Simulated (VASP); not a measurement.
# Al2Cu in VASP: further runs, part 2 of 3

VASP 6.6.1. Earlier steps stand in the parts before.

## Step 3: Single point, r2SCAN (strain +0.030 along x and y, +0.000 along z)

Input file POSCAR:

```
Al2Cu
1.0
   -2.0881782423      2.0881782423      2.8669875134
    2.0881782423     -2.0881782423      2.8669875134
    2.0881782423      2.0881782423     -2.8669875134
Al Cu
2 1
Direct
    0.7500000000      0.2500000000      0.5000000000
    0.2500000000      0.7500000000      0.5000000000
    0.5000000000      0.5000000000      0.0000000000
```

Input file INCAR.step1:

```
SYSTEM = Al2Cu
ALGO = Normal ; EDIFF = 1E-4
ENCUT = 520 ; GGA = PE
ISMEAR = 0 ; LASPH = .TRUE.
LCHARG = .FALSE. ; LREAL = .FALSE.
LWAVE = .TRUE. ; NBANDS = 16
NELM = 100 ; PREC = Accurate
SIGMA = 0.15
```

Input file INCAR.step2:

```
SYSTEM = Al2Cu
ALGO = Normal ; EDIFF = 1E-6
ENCUT = 520 ; ISIF = 2
ISMEAR = 0 ; ISTART = 1
LASPH = .TRUE. ; LCHARG = .TRUE.
LELF = .TRUE. ; LMIXTAU = .TRUE.
LREAL = .FALSE. ; LVHAR = .TRUE.
LWAVE = .FALSE. ; METAGGA = R2SCAN
NBANDS = 16 ; NELM = 100
PREC = Accurate ; SIGMA = 0.15
```

Input file KPOINTS:

```
k-points
0
G
  16 16 16
  0 0 0
```

Potentials or basis: VASP PAW PBE potentials, release 64 (Al, Cu).

Run with:

```
> cat potpaw_PBE.64/Al/POTCAR potpaw_PBE.64/Cu/POTCAR > POTCAR
> cp INCAR.step1 INCAR
> mpirun -np 1 vasp_std > vasp.out
> cp INCAR.step2 INCAR
> mpirun -np 1 vasp_std > vasp.out
```

OUTCAR:

```text
SYSTEM = Al2Cu
   EDIFF = 1E-6
   ENCUT = 520
   ISIF = 2
   ISMEAR = 0
   ISTART = 1
   LASPH = .TRUE.
   LREAL = .FALSE.
   METAGGA = R2SCAN
   NELM = 100
   PREC = Accurate

 ion  position               nearest neighbor table
   1  0.750  0.250  0.500-   3 2.53   3 2.53   3 2.53   3 2.53   2 2.87   2 2.87   2 2.95   2 2.95
                             2 2.95   2 2.95
   2  0.250  0.750  0.500-   3 2.53   3 2.53   3 2.53   3 2.53   1 2.87   1 2.87   1 2.95   1 2.95
                             1 2.95   1 2.95
   3  0.500  0.500  0.000-   1 2.53   2 2.53   1 2.53   2 2.53   2 2.53   1 2.53   2 2.53   1 2.53

  LATTYP: Found a body centered tetragonal cell.
 ALAT       =     4.1763564846
 C/A-ratio  =     1.3729611081

  Lattice vectors:

 A1 = (  -2.0881782423,   2.0881782423,   2.8669875134)
 A2 = (   2.0881782423,  -2.0881782423,   2.8669875134)
 A3 = (   2.0881782423,   2.0881782423,  -2.8669875134)

Analysis of symmetry for initial positions (statically):
=====================================================================
 Subroutine PRICEL returns:
 Original cell was already a primitive cell.
[... 167 lines left out ...]
  ---------------------------------------------------
  free energy    TOTEN  =       -24.85799745 eV

  energy without entropy =      -24.84851182  energy(sigma->0) =      -24.85325464

 E-fermi :   6.4709     XC(G=0): -10.9647

 val. band max:        6.4682520885   @ k =  -0.1875  -0.3750   0.1250
 cond. band min:       6.4810813469   @ k =   0.3750   0.0625   0.0000
 fundamental gap:      0.0128292584
 Fermi energy:         6.4708736236

 k-point     1 :       0.0000    0.0000    0.0000
  band No.  band energies     occupation
      1      -3.9530      2.00000
      2       1.9357      2.00000
      3       1.9632      2.00000
      4       1.9633      2.00000
      5       2.4643      2.00000
      6       2.5150      2.00000
[... 433 lines left out ...]
      3       1.9459      2.00000
      4       1.9746      2.00000
      5       2.4560      2.00000
      6       2.5166      2.00000
[... 8 lines left out ...]
     15      13.5419      0.00000
     16      14.1803      0.00000

 [... further k-points ...]
[... 5 lines left out ...]
  --------------------------------------------------------------------------------------
  -------------------------------------------------------------------------------------
  Total       -2.0457305     -2.0457305     -1.1139260      0.0000000     -0.0000000      0.0000000
  in kB      -65.5447742    -65.5447742    -35.6899551      0.0000000     -0.0000000      0.0000000
  external PRESSURE =     -55.5931679 kB  Pullay stress =       0.0000000 kB

 VOLUME and BASIS-vectors are now :
 -----------------------------------------------------------------------------
  energy-cutoff  :      520.00
  volume of cell :       50.01
      direct lattice vectors                 reciprocal lattice vectors
    -2.088178242  2.088178242  2.866987513     0.000000000  0.239443161  0.174399085
     2.088178242 -2.088178242  2.866987513     0.239443161  0.000000000  0.174399085
     2.088178242  2.088178242 -2.866987513     0.239443161  0.239443161  0.000000000

 POSITION                                       TOTAL-FORCE (eV/Angst)
 -----------------------------------------------------------------------------------
     -0.00000      2.08818      1.43349         0.000000      0.000000      0.000000
      2.08818     -0.00000      1.43349         0.000000     -0.000000      0.000000
      0.00000      0.00000      2.86699        -0.000000     -0.000000     -0.000000
 -----------------------------------------------------------------------------------
    total drift:                               -0.000000      0.000000     -0.000000

  FREE ENERGIE OF THE ION-ELECTRON SYSTEM (eV)
  ---------------------------------------------------
  free  energy   TOTEN  =       -24.8579974515 eV

  energy  without entropy=      -24.8485118233  energy(sigma->0) =      -24.85325464
```

OUTCAR.step1:

```text
SYSTEM = Al2Cu
   EDIFF = 1E-4
   ENCUT = 520
   GGA = PE
   ISMEAR = 0
[... 684 lines left out ...]
     -0.00000      2.08818      1.43349         0.000000     -0.000000     -0.000000
      2.08818     -0.00000      1.43349        -0.000000      0.000000      0.000000
      0.00000      0.00000      2.86699        -0.000000     -0.000000      0.000000
 -----------------------------------------------------------------------------------
    total drift:                               -0.000000      0.000000     -0.000000

  FREE ENERGIE OF THE ION-ELECTRON SYSTEM (eV)
  ---------------------------------------------------
  free  energy   TOTEN  =       -11.7314721057 eV

  energy  without entropy=      -11.7214721996  energy(sigma->0) =      -11.72647215
```

Wall time 9.4 min (1 thread of AMD EPYC 9R45 (Zen 5), shared host); peak memory 0.36 GiB.

Results:

```yaml
Free_energy: -24.8580 eV
Pressure: -5.6 GPa
Band_gap_on_the_k_mesh: zero (an odd number of electrons rules out a gap without spin polarisation)
```

Caveat: the cell differs from its parent crystal (strain +0.030 along x and y, +0.000 along z); the cell stands under tension; the PAW data sets were made with another functional, which shifts forces and pressure a little.

## Step 4: Single point, r2SCAN (strain -0.030 along x and y, -0.030 along z)

Input file POSCAR:

```
Al2Cu
1.0
   -1.9665367913      1.9665367913      2.7809778880
    1.9665367913     -1.9665367913      2.7809778880
    1.9665367913      1.9665367913     -2.7809778880
Al Cu
2 1
Direct
    0.7500000000      0.2500000000      0.5000000000
    0.2500000000      0.7500000000      0.5000000000
    0.5000000000      0.5000000000      0.0000000000
```

Input file INCAR.step1:

```
ALGO = Normal
EDIFF = 1E-4
ENCUT = 520
GGA = PE
ISMEAR = 0
LASPH = True
LCHARG = False
LREAL = False
LWAVE = True
NBANDS = 16
NELM = 100
PREC = Accurate
SIGMA = 0.15
```

Input file INCAR.step2:

```
ALGO = Normal
EDIFF = 1E-6
ENCUT = 520
ISIF = 2
ISMEAR = 0
ISTART = 1
LASPH = True
LCHARG = False
LMIXTAU = True
LREAL = False
LWAVE = False
METAGGA = R2SCAN
NBANDS = 16
NELM = 100
PREC = Accurate
SIGMA = 0.15
```

Input file KPOINTS:

```
k-points
0
Gamma
  16 16 16
```

Run with:

```
> cat potpaw_PBE.64/Al/POTCAR potpaw_PBE.64/Cu/POTCAR > POTCAR
> cp INCAR.step1 INCAR
> mpirun -np 1 vasp_std > vasp.out
> cp INCAR.step2 INCAR
> mpirun -np 1 vasp_std > vasp.out
```

It took 9.6 min on 1 thread of AMD EPYC 9R45 (Zen 5), shared host; peak memory 0.33 GiB.

The run converged. Its results:

* Free energy: -24.7820 eV
* Pressure: 11.7 GPa
* Band gap on the k mesh: zero (an odd number of electrons rules out a gap without spin polarisation)

Levels at points of the mesh, in eV from the Fermi level:
```tsv
k point	band 5	band 6	band 7	band 8	band 9	band 10	band 11	band 12	band 13	band 14
(0.00, 0.00, 0.00)	-4.53	-4.53	3.05	3.05	3.05	3.46	3.46	3.46	6.22	8.09
(0.50, 0.00, 0.00)	-4.43	-4.43	-4.42	0.62	0.62	3.33	3.33	4.96	5.37	10.89
(0.50, 0.50, 0.00)	-4.54	-4.32	-4.18	-2.30	-2.30	0.97	1.74	9.75	12.50	12.50
(0.50, 0.50, 0.50)	-4.54	-4.32	-4.18	-2.30	-2.30	0.97	1.74	9.75	12.50	12.50
```

Caveat: the cell differs from its parent crystal (strain -0.030 along x and y, -0.030 along z); the cell stands under pressure; the PAW data sets were made with another functional, which shifts forces and pressure a little.

(Part 2 of 3 ends here.)

The gap in the log of VASP goes by the Fermi energy; the results here count the filled bands.